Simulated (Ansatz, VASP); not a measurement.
SrCl2: VASP beside Ansatz

INCAR

```
ALGO     = Normal         # electronic algorithm
EDIFF    = 1E-7           # SCF threshold, eV
ENCUT    = 520            # plane-wave cutoff, eV
GGA      = PE             # functional
ISIF     = 2              # what is computed and relaxed
ISMEAR   = 0              # smearing method
LASPH    = T              # aspherical terms in the spheres
LCHARG   = F              # write CHGCAR
LREAL    = F              # projectors in reciprocal space
LWAVE    = F              # write WAVECAR
NBANDS   = 19             # bands
NELM     = 80             # most SCF steps
PREC     = Accurate       # precision mode
SIGMA    = 0.05           # smearing width, eV
```

The input KPOINTS:

```
k-points
0
Gamma
  6 6 6
```

POSCAR

```
SrCl2
1.0
    0.0000000000      3.4446521621      3.6144735137
    3.4446521621      0.0000000000      3.6144735137
    3.4446521621      3.4446521621      0.0000000000
Sr Cl
1 2
Direct
    0.0000000000      0.0000000000      0.0000000000
    0.2500000000      0.2500000000      0.2500000000
    0.7500000000      0.7500000000      0.7500000000
```

Input for Ansatz:

```yaml
crystal:
  lattice:
    - [0.0, 3.4446521621, 3.6144735137]
    - [3.4446521621, 0.0, 3.6144735137]
    - [3.4446521621, 3.4446521621, 0.0]
  atoms:
    - { symbol: Sr, position: [0.0, 0.0, 0.0] }
    - { symbol: Cl, position: [0.25, 0.25, 0.25] }
    - { symbol: Cl, position: [0.75, 0.75, 0.75] }
basis:
  ecutwfc: 420
kpoints:
  mp_grid: { grid: [6, 6, 6] }
hamiltonian:
  xc: pbe
scf:
  occupations: { method: gaussian, width: 0.05 }
output:
  forces: true
  stress: true
  eigenvalues: true
```

Alike in both runs: task single point; functional PBE; k mesh 6 × 6 × 6; occupations gaussian, width 0.05 eV; no spin polarisation.

|  | VASP | Ansatz |
| --- | --- | --- |
| version | VASP 6.6.1 | Ansatz 0.2.0 |
| potentials or method | VASP PAW PBE potentials, release 64 (Sr_sv, Cl), cutoff 520 eV | scalar-relativistic, plane waves, PAW |
| valence electrons in the cell | 24 | 24 |

```tsv
	VASP	Ansatz	Ansatz less VASP
gap on the k mesh at the Fermi level (eV)	5.11	5.12	+0.004
least direct gap on the mesh (eV)	5.38	5.38	+0.002
pressure (GPa)	0.7	0.6	-0.08
traceless stress, the component that is largest in VASP (GPa)	-1.61	-1.62	-0.010
```
